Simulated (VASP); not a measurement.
Set up this calculation in VASP 6.6.1, as the native input.

- Task: single point
- Functional: PBE
- Potentials or basis: VASP PAW PBE potentials, release 64 (Cd, O)
- Cutoff: 600 eV
- k mesh: 8 × 8 × 8
- Occupations: fermi-dirac, width 0.03 eV
- Spin: no spin polarisation
- Dipole correction: no
- Further INCAR settings: ALGO = Normal; EDIFF = 1e-06; NBANDS = 16

The structure of CdO (Monteponite) lies in POSCAR:

```
CdO
1.0
    0.0000000000      2.3495000000      2.3495000000
    2.3495000000      0.0000000000      2.3495000000
    2.3495000000      2.3495000000      0.0000000000
Cd O
1 1
Direct
    0.0000000000      0.0000000000      0.0000000000
    0.5000000000      0.5000000000      0.5000000000
```

The input as run:

INCAR

```
SYSTEM = CdO
PREC     = Accurate       ! precision mode
ENCUT    = 600            ! plane-wave cutoff, eV
EDIFF    = 1E-6           ! SCF threshold, eV
ISMEAR   = -1             ! smearing method
SIGMA    = 0.03           ! smearing width, eV
LREAL    = .False.        ! projectors in reciprocal space
LASPH    = .True.         ! aspherical terms in the spheres
NELM     = 120            ! most SCF steps
ALGO     = Normal         ! electronic algorithm
ISIF     = 2              ! what is computed and relaxed
LWAVE    = .False.        ! write WAVECAR
LCHARG   = .True.         ! write CHGCAR
GGA      = PE             ! functional
LELF     = .True.         ! ELF
LVHAR    = .True.       
NBANDS   = 16             ! bands
GGA_COMPAT= .False.
```

KPOINTS

```
Automatic mesh
0
Gamma
  8 8 8
  0 0 0
```

Potentials or basis: VASP PAW PBE potentials, release 64 (Cd, O).

Command:

```bash
$ cat potpaw_PBE.64/Cd/POTCAR potpaw_PBE.64/O/POTCAR > POTCAR
$ mpirun -np 1 vasp_std > vasp.out
```

It gave:

| Item | Value |
| --- | --- |
| Pressure | 7.4 GPa |
| Band gap on the k mesh | zero (band 9 reaches 2.04 eV, above the bottom of band 10 at 1.61 eV) |

Run time: 11 s on 1 thread of Intel(R) Xeon(R) Platinum 8488C (Sapphire Rapids) (shared host), peak memory 0.16 GiB.
